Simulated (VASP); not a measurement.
CsI: single point with PBE

Crystal: CsI.

```
Cs I
1.0
     4.57076    0.00000    0.00000
     0.00000    4.57076    0.00000
     0.00000    0.00000    4.57076
Cs I
1 1
Direct
  0.00000 0.00000 0.00000
  0.50000 0.50000 0.50000
```

This cell differs from its parent crystal: volume scaled by 0.94.

```
Program                : VASP 6.6.1
Task                   : single point
Functional             : PBE
Potentials or basis    : VASP PAW PBE potentials, release 64 (Cs_sv, I)
Cutoff                 : 500 eV
k mesh                 : 6 × 6 × 6
Occupations            : gaussian, width 0.02 eV
Spin                   : no spin polarisation
Dipole correction      : no
Further INCAR settings : ALGO = Normal; EDIFF = 1e-06; NBANDS = 15
```

```yaml
Pressure: 0.8 GPa
Band_gap_on_the_k_mesh: 3.87 eV, indirect (least direct gap 3.96 eV)
```

Levels at points of the mesh, in eV from the valence-band top:
```
           k point  band 5  band 6  band 7  band 8  band 9  band 10  band 11  band 12
(0.00, 0.00, 0.00)   -7.09   -0.09   -0.09   -0.09    3.87     4.18     4.18     7.76
(0.50, 0.00, 0.00)   -7.03   -1.55   -0.24   -0.24    5.20     6.48     6.72     6.82
(0.50, 0.50, 0.00)   -6.99   -0.86   -0.86    0.00    4.24     4.92     6.10     6.10
(0.50, 0.50, 0.50)   -7.34   -1.30   -1.30   -1.30    7.17     7.17     7.17     7.85
```

It took 22 s on 1 thread of Intel Xeon 6975P-C (shared host), peak memory 0.21 GiB.

Caveat: spin-orbit coupling is left out, which moves the levels of the heavy elements. A k mesh can miss the band edges.
